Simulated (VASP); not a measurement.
Wanted: the native input for a VASP 6.6.1 run.

```
Task                   : relaxation of the atoms
Functional             : PBEsol
Potentials or basis    : VASP PAW PBE potentials, release 64 (B, P)
Cutoff                 : 520 eV
k mesh                 : 8 × 8 × 1
Occupations            : gaussian, width 0.05 eV
Spin                   : no spin polarisation
Dipole correction      : yes
Further INCAR settings : ALGO = Normal; EDIFF = 1e-06; IBRION = 2; EDIFFG = -0.02; NSW = 80
```

The structure of B5P4 lies in POSCAR:

```
B5P4
1.0
    3.1962448227      0.0000000000      0.0000000000
    0.0000000000      3.1962448227      0.0000000000
    0.0000000000      0.0000000000     24.0403455538
B P
5 4
Direct
    0.5000000000      0.5000000000      0.3119755489
    0.0000000000      0.0000000000      0.4059877745
    0.5000000000      0.5000000000      0.5000000000
    0.0000000000      0.0000000000      0.5940122255
    0.5000000000      0.5000000000      0.6880244511
    0.5000000000      0.0000000000      0.3589816617
    0.0000000000      0.5000000000      0.4529938872
    0.5000000000      0.0000000000      0.5470061128
    0.0000000000      0.5000000000      0.6410183383
```

These files were run (other wordings do the same):

INCAR

```
PREC = Accurate ; ENCUT = 520
EDIFF = 1E-6 ; ISMEAR = 0
SIGMA = 0.05 ; LREAL = F
LASPH = T ; NELM = 80
ALGO = Normal ; ISIF = 2
LWAVE = F ; LCHARG = F
LDIPOL = T ; IDIPOL = 3
DIPOL = 0.5 0.5 0.500 ; GGA = PS
IBRION = 2 ; NSW = 80
EDIFFG = -0.02
```

KPOINTS

```
Automatic mesh
0
Gamma
  8 8 1
```

Potentials or basis: VASP PAW PBE potentials, release 64 (B, P).

Run with:

```bash
$ cat potpaw_PBE.64/B/POTCAR potpaw_PBE.64/P/POTCAR > POTCAR
$ mpirun -np 1 vasp_std > vasp.out
```

It gave:

The energy gained by relaxing is 37.9 meV/atom. The ionic steps are 12 and the largest force after relaxing is 0.013 eV/Å.

Caveat: the PAW data sets were made with another functional, which shifts forces and pressure a little.

It took 4.3 min on 1 thread of Intel(R) Xeon(R) 6975P-C (Granite Rapids) (shared host), peak memory 0.34 GiB.
